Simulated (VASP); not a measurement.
Input of a VASP 6.6.1 run:

File POSCAR:

```
Ge
1.0
    2.5402159220      0.0000000000      0.0000000000
    0.0000000000      2.5402159220      0.0000000000
    0.0000000000      0.0000000000      2.5402159220
Ge
1
Direct
    0.0000000000      0.0000000000      0.0000000000
```

INCAR.step1

```
SYSTEM = Ge
PREC     = Accurate       ! precision mode
ENCUT    = 520            ! plane-wave cutoff, eV
ISMEAR   = 1              ! smearing method
SIGMA    = 0.05           ! smearing width, eV
LREAL    = .False.        ! projectors in reciprocal space
LASPH    = .True.         ! aspherical terms in the spheres
NELM     = 80             ! most SCF steps
NBANDS   = 13             ! bands
GGA      = PE             ! functional
ALGO     = Normal         ! electronic algorithm
EDIFF    = 1E-4           ! SCF threshold, eV
LWAVE    = .True.         ! write WAVECAR
LCHARG   = .False.        ! write CHGCAR
```

The input INCAR.step2:

```
SYSTEM = Ge
PREC     = Accurate       ! precision mode
ENCUT    = 520            ! plane-wave cutoff, eV
EDIFF    = 1E-7           ! SCF threshold, eV
ISMEAR   = 1              ! smearing method
SIGMA    = 0.05           ! smearing width, eV
LREAL    = .False.        ! projectors in reciprocal space
LASPH    = .True.         ! aspherical terms in the spheres
NELM     = 80             ! most SCF steps
ALGO     = Normal         ! electronic algorithm
ISIF     = 2              ! what is computed and relaxed
LWAVE    = .False.        ! write WAVECAR
LCHARG   = .False.        ! write CHGCAR
METAGGA  = R2SCAN         ! meta-GGA
LMIXTAU  = .True.       
NBANDS   = 13             ! bands
ISTART   = 1
```

The input KPOINTS:

```
Automatic mesh
0
Gamma
  8 8 8
  0 0 0
```

Potentials or basis: VASP PAW PBE potentials, release 64 (Ge_d).

Command:

```console
$ cat potpaw_PBE.64/Ge_d/POTCAR > POTCAR
$ cp INCAR.step1 INCAR
$ mpirun -np 1 vasp_std > vasp.out
$ cp INCAR.step2 INCAR
$ mpirun -np 1 vasp_std > vasp.out
```

Task: Estimate the pressure.

Result: 19.9 GPa.

Task: Estimate the band gap on the k mesh.

Result: Zero (band 7 reaches 16.09 eV, above the bottom of band 8 at 4.60 eV).

Caveat: the PAW data sets were made with another functional, which shifts forces and pressure a little.
